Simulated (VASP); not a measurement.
# ScAl3 (Pm-3m) in VASP: further runs, part 3 of 3

VASP 6.6.1. Earlier steps stand in the parts before.

### Step 4. Single point, RPBE

The input, INCAR:

```
SYSTEM = ScAl3
ALGO = Normal
EDIFF = 1E-7
ENCUT = 520
GGA = RP
ISIF = 2
ISMEAR = -1
LASPH = .True.
LCHARG = .False.
LREAL = .False.
LWAVE = .False.
NBANDS = 18
NELM = 100
PREC = Accurate
SIGMA = 0.1
```

The input, KPOINTS:

```
k-points
0
Gamma
  6 6 6
  0 0 0
```

The input, POSCAR:

```
ScAl3
1.0
    4.0878070000      0.0000000000      0.0000000000
    0.0000000000      4.0878070000      0.0000000000
    0.0000000000      0.0000000000      4.0878070000
Sc Al
1 3
Direct
    0.0000000000      0.0000000000      0.0000000000
    0.5000000000      0.0000000000      0.5000000000
    0.0000000000      0.5000000000      0.5000000000
    0.5000000000      0.5000000000      0.0000000000
```

Potentials or basis: VASP PAW PBE potentials, release 64 (Sc_sv, Al).

Run with:

```
$ cat potpaw_PBE.64/Sc_sv/POTCAR potpaw_PBE.64/Al/POTCAR > POTCAR
$ mpirun -np 1 vasp_std > vasp.out
```

OUTCAR:

```text
SYSTEM = ScAl3
   EDIFF = 1E-7
   ENCUT = 520
   GGA = RP
   ISIF = 2
   ISMEAR = -1
   LASPH = .True.
   LREAL = .False.
   NELM = 100
   PREC = Accurate

 ion  position               nearest neighbor table
   1  0.000  0.000  0.000-   2 2.89   3 2.89   4 2.89   2 2.89   3 2.89   3 2.89   4 2.89   3 2.89
                             2 2.89   4 2.89   2 2.89   4 2.89
   2  0.500  0.000  0.500-   1 2.89   3 2.89   4 2.89   1 2.89   4 2.89   3 2.89   4 2.89   4 2.89
                             1 2.89   3 2.89   1 2.89   3 2.89
   3  0.000  0.500  0.500-   1 2.89   2 2.89   4 2.89   1 2.89   4 2.89   1 2.89   2 2.89   1 2.89
                             2 2.89   4 2.89   4 2.89   2 2.89
   4  0.500  0.500  0.000-   1 2.89   2 2.89   3 2.89   2 2.89   3 2.89   1 2.89   2 2.89   2 2.89
                             1 2.89   3 2.89   3 2.89   1 2.89

  LATTYP: Found a simple cubic cell.
 ALAT       =     4.0878070000

  Lattice vectors:

 A1 = (   4.0878070000,   0.0000000000,   0.0000000000)
 A2 = (   0.0000000000,   4.0878070000,   0.0000000000)
 A3 = (   0.0000000000,   0.0000000000,   4.0878070000)

Analysis of symmetry for initial positions (statically):
=====================================================================
 Subroutine PRICEL returns:
 Original cell was already a primitive cell.

 Routine SETGRP: Setting up the symmetry group for a
 simple cubic supercell.

 Subroutine GETGRP returns: Found 48 space group operations
 (whereof 48 operations were pure point group operations)
 out of a pool of 48 trial point group operations.

The static configuration has the point symmetry O_h .

Analysis of symmetry for dynamics (positions and initial velocities):
=====================================================================
 Subroutine PRICEL returns:
 Original cell was already a primitive cell.

 Routine SETGRP: Setting up the symmetry group for a
 simple cubic supercell.

 Subroutine GETGRP returns: Found 48 space group operations
 (whereof 48 operations were pure point group operations)
 out of a pool of 48 trial point group operations.

The dynamic configuration has the point symmetry O_h .

 Subroutine INISYM returns: Found 48 space group operations
 (whereof 48 operations are pure point group operations),
 and found     1 'primitive' translations

----------------------------------------------------------------------------------------

                                     Primitive cell

  volume of cell :      68.3079

  direct lattice vectors                    reciprocal lattice vectors
     4.087807000  0.000000000  0.000000000     0.244629945  0.000000000  0.000000000
     0.000000000  4.087807000  0.000000000     0.000000000  0.244629945  0.000000000
     0.000000000  0.000000000  4.087807000     0.000000000  0.000000000  0.244629945

  length of vectors
     4.087807000  4.087807000  4.087807000     0.244629945  0.244629945  0.244629945

  position of ions in fractional coordinates (direct lattice)
     0.000000000  0.000000000  0.000000000
     0.500000000  0.000000000  0.500000000
     0.000000000  0.500000000  0.500000000
     0.500000000  0.500000000  0.000000000

  ion indices of the primitive-cell ions
   primitive index   ion index
                 1           1
[... 27 lines left out ...]

 Found     20 irreducible k-points:

 Following reciprocal coordinates:
            Coordinates               Weight
  0.000000  0.000000  0.000000      1.000000
  0.166667  0.000000  0.000000      6.000000
  0.333333  0.000000  0.000000      6.000000
  0.500000  0.000000  0.000000      3.000000
  0.166667  0.166667  0.000000     12.000000
  0.333333  0.166667  0.000000     24.000000
[... 12 lines left out ...]
  0.500000  0.500000  0.333333      6.000000
  0.500000  0.500000  0.500000      1.000000
   k-points           NKPTS =     20   k-points in BZ     NKDIM =     20   number of bands    NBANDS=     18
   number of dos      NEDOS =    301   number of ions     NIONS =      4
   total plane-waves  NPLWV =  27000
   dimension x,y,z NGX =    30 NGY =   30 NGZ =   30
   dimension x,y,z NGXF=    60 NGYF=   60 NGZF=   60
   ions per type =               1   3
   NGX,Y,Z   is equivalent  to a cutoff of  12.20, 12.20, 12.20 a.u.
   NGXF,Y,Z  is equivalent  to a cutoff of  24.40, 24.40, 24.40 a.u.
 SYSTEM =  ScAl3
   PREC   = accura    normal or accurate (medium, high low for compatibility)
   ISTART =      0    job   : 0-new  1-cont  2-samecut
   ICHARG =      2    charge: 1-file 2-atom 10-const
   ISPIN  =      1    spin polarized calculation?
   LNONCOLLINEAR =      F non collinear calculations
   LSORBIT =      F    spin-orbit coupling
   LASPH  =      T    aspherical Exc in radial PAW
   ENCUT  =  520.0 eV  38.22 Ry    6.18 a.u.   7.60  7.60  7.60*2*pi/ulx,y,z
   NELM   =    100;   NELMIN=  2; NELMDL= -5     # of ELM steps
   EDIFF  = 0.1E-06   stopping-criterion for ELM
   LREAL  =      F    real-space projection
   EDIFFG = 0.1E-05   stopping-criterion for IOM
   NSW    =      0    number of steps for IOM
   IBRION =     -1    ionic relax: 0-MD 1-quasi-New 2-CG
   NFREE  =      0    steps in history (QN), initial steepest desc. (CG)
   ISIF   =      2    stress and relaxation
   ISYM   =      2    0-nonsym 1-usesym 2-fastsym
   POTIM  = 0.5000    time-step for ionic-motion
   TEBEG  =    0.0;   TEEND  =   0.0 temperature during run
   PSTRESS=    0.0 pullay stress
   NELECT =      20.0000    total number of electrons
   NUPDOWN=      -1.0000    fix difference up-down
   EMIN   =  10.00;   EMAX   =-10.00  energy-range for DOS
   EFERMI =   0.00;   METHOD = LEGACY
   ISMEAR =    -1;   SIGMA  =   0.10  broadening in eV -4-tet -1-fermi 0-gaus
   EFERMI_NEDOS =   21; number of points for ismear=-14 and -15
   IALGO  =     38    algorithm
   IMIX   =      4    mixing-type and parameters
     AMIX     =   0.40;   BMIX     =  1.00
     AMIX_MAG =   1.60;   BMIX_MAG =  1.00
  volume/ion in A,a.u.               =      17.08       115.24
  Fermi-wavevector in a.u.,A,eV,Ry     =   1.087079  2.054281 16.078560  1.181741
  Thomas-Fermi vector in A             =   2.223230
   LORBIT       =      0    0 simple, 1 ext, 2 COOP (PROOUT), +10 PAW based schemes
   GGA     = RP    functional components
   LHFCALC =     F    Hartree Fock is set to
   AEXX    =    0.0000 exact exchange contribution
   IVDW    =     0    specifies the selected vdW correction
   LEPSILON=     F    determine dielectric tensor
   LRPA    =     F    only Hartree local field effects (RPA)
 non-spin polarized calculation
  energy-cutoff  :      520.00
  volume of cell :       68.31
 maximum number of plane-waves:      1856
   NGX = 15   NGY = 15   NGZ = 15

 number of electron      19.9999996 magnetization

 Free energy of the ion-electron system (eV)
  ---------------------------------------------------
  ext. energy  EPLUGINS =         0.00000000
  ---------------------------------------------------
  free energy    TOTEN  =       -18.19264984 eV

  energy without entropy =      -18.14157267  energy(sigma->0) =      -18.16711126

 E-fermi :   7.4659     XC(G=0): -10.3412

 val. band max:        7.1810543208   @ k =   0.3333   0.3333   0.0000
 cond. band min:       7.4716209183   @ k =   0.5000   0.3333   0.1667
 fundamental gap:      0.2905665975
 Fermi energy:         7.4658560878

 k-point     1 :       0.0000    0.0000    0.0000
  band No.  band energies     occupation
      1     -41.7239      2.00000
      2     -20.3601      2.00000
      3     -20.3601      2.00000
      4     -20.3601      2.00000
      5      -2.6597      2.00000
      6       4.7677      2.00000
[... 397 lines left out ...]
      5       2.5937      2.00000
      6       2.5937      2.00000
[... 10 lines left out ...]
     17      11.4376      0.00000
     18      18.3727      0.00000

------------------------ aborting loop because EDIFF is reached ----------------------------------------

  FORCE on cell =-STRESS in cart. coord.  units (eV):
  Direction    XX          YY          ZZ          XY          YZ          ZX
  --------------------------------------------------------------------------------------
  -------------------------------------------------------------------------------------
  Total        1.3735951      1.3735951      1.3735951      0.0000000      0.0000000     -0.0000000
  in kB       32.2179690     32.2179690     32.2179690      0.0000000      0.0000000     -0.0000000
  external PRESSURE =      32.2179690 kB  Pullay stress =       0.0000000 kB

 VOLUME and BASIS-vectors are now :
 -----------------------------------------------------------------------------
  energy-cutoff  :      520.00
  volume of cell :       68.31
      direct lattice vectors                 reciprocal lattice vectors
     4.087807000  0.000000000  0.000000000     0.244629945  0.000000000  0.000000000
     0.000000000  4.087807000  0.000000000     0.000000000  0.244629945  0.000000000
     0.000000000  0.000000000  4.087807000     0.000000000  0.000000000  0.244629945

 POSITION                                       TOTAL-FORCE (eV/Angst)
 -----------------------------------------------------------------------------------
      0.00000      0.00000      0.00000         0.000000      0.000000      0.000000
      2.04390      0.00000      2.04390         0.000000      0.000000      0.000000
      0.00000      2.04390      2.04390         0.000000      0.000000      0.000000
      2.04390      2.04390      0.00000         0.000000      0.000000      0.000000
 -----------------------------------------------------------------------------------
    total drift:                               -0.000000     -0.000000      0.000000

  FREE ENERGIE OF THE ION-ELECTRON SYSTEM (eV)
  ---------------------------------------------------
  free  energy   TOTEN  =       -18.1926498431 eV

  energy  without entropy=      -18.1415726698  energy(sigma->0) =      -18.16711126
```

stdout:

```text
POSCAR found type information on POSCAR ScAl
 POSCAR found :  2 types and       4 ions
 scaLAPACK will be used
 -----------------------------------------------------------------------------
|                                                                             |
|                                                                             |
|     You enforced a specific xc type in the INCAR file but a different       |
|     I HOPE YOU KNOW WHAT YOU ARE DOING!                                     |
|                                                                             |
 -----------------------------------------------------------------------------

 LDA part: xc-table for (Slater+PW92), standard interpolation
 POSCAR, INCAR and KPOINTS ok, starting setup
 FFT: planning ... GRIDC
 FFT: planning ... GRID_SOFT
 FFT: planning ... GRID
 WAVECAR not read
 entering main loop
```

Run time: 20 s. Hardware: 1 thread of AMD EPYC 7R13 (Zen 3), shared host; peak memory 0.14 GiB.

Results:

| Quantity | Value |
| --- | --- |
| Free energy | -18.1926 eV |
| Pressure | 3.2 GPa |
| Band gap on the k mesh | zero (band 10 reaches 8.31 eV, above the bottom of band 11 at 4.39 eV) |

Caveat: the PAW data sets were made with another functional, which shifts forces and pressure a little.

### Step 5. Summary

```tsv
level	gap on the mesh (eV)	pressure (GPa)
BLYP	none	4.0
revPBE	none	2.7
RPBE	none	3.2
```

Alike in all rows: task single point; potentials or basis VASP PAW PBE potentials, release 64 (Sc_sv, Al); no spin polarisation; cell as given; k mesh 6 × 6 × 6; cutoff (eV) 520; smearing fermi-dirac 0.1 eV.

Every run on the cell as given and a fine mesh finds a metal. The pressure there spans 2.7 GPa (revPBE) to 4.0 GPa (BLYP); a positive pressure means that this level wants a larger cell, a negative one a smaller.

Caveats: the PAW data sets were made with another functional, which shifts forces and pressure a little.

Total energies depend on the potentials used, so only differences within one code and one set of settings carry meaning.
